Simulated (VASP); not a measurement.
Set up this calculation in VASP 6.6.1, as the native input.

* Task: single point
* Functional: LDA
* Potentials or basis: VASP PAW LDA potentials, release 64 (Ti_sv, Al)
* Cutoff: 520 eV
* k mesh: 9 × 6 × 6
* Occupations: fermi-dirac, width 0.05 eV
* Spin: no spin polarisation
* Dipole correction: no
* Further INCAR settings: ALGO = Normal; EDIFF = 1e-07; NBANDS = 18

The structure of TiAl3 lies in POSCAR:

```
TiAl3
1.0
    2.8012982818      0.0000000000      0.0000000000
    0.0000000000      4.6179959200      0.0000000000
    0.0000000000      0.0000000000      4.8345076374
Ti Al
1 3
Direct
    0.0000000000      0.5000000000      0.1659160000
    0.0000000000      0.0000000000      0.8359000000
    0.5000000000      0.0000000000      0.3309120000
    0.5000000000      0.5000000000      0.6672710000
```

These files were run (other wordings do the same):

INCAR

```
PREC = Accurate
ENCUT = 520
EDIFF = 1E-7
ISMEAR = -1
SIGMA = 0.05
LREAL = False
LASPH = True
NELM = 80
ALGO = Normal
ISIF = 2
LWAVE = False
LCHARG = True
GGA = CA
LELF = True
LVHAR = True
NBANDS = 18
```

KPOINTS

```
regular mesh
0
Gamma
  9 6 6
```

Potentials or basis: VASP PAW LDA potentials, release 64 (Ti_sv, Al).

The run is started by

```console
$ cat potpaw_LDA.64/Ti_sv/POTCAR potpaw_LDA.64/Al/POTCAR > POTCAR
$ mpirun -np 1 vasp_std > vasp.out
```

Results of the run:

```json
{"Pressure": "-1.0 GPa", "Largest force": "0.069 eV/Å", "Band gap on the k mesh": "zero (an odd number of electrons rules out a gap without spin polarisation)"}
```

It took 2 min on 1 thread of Intel Xeon 8259CL (shared host), peak memory 0.21 GiB.
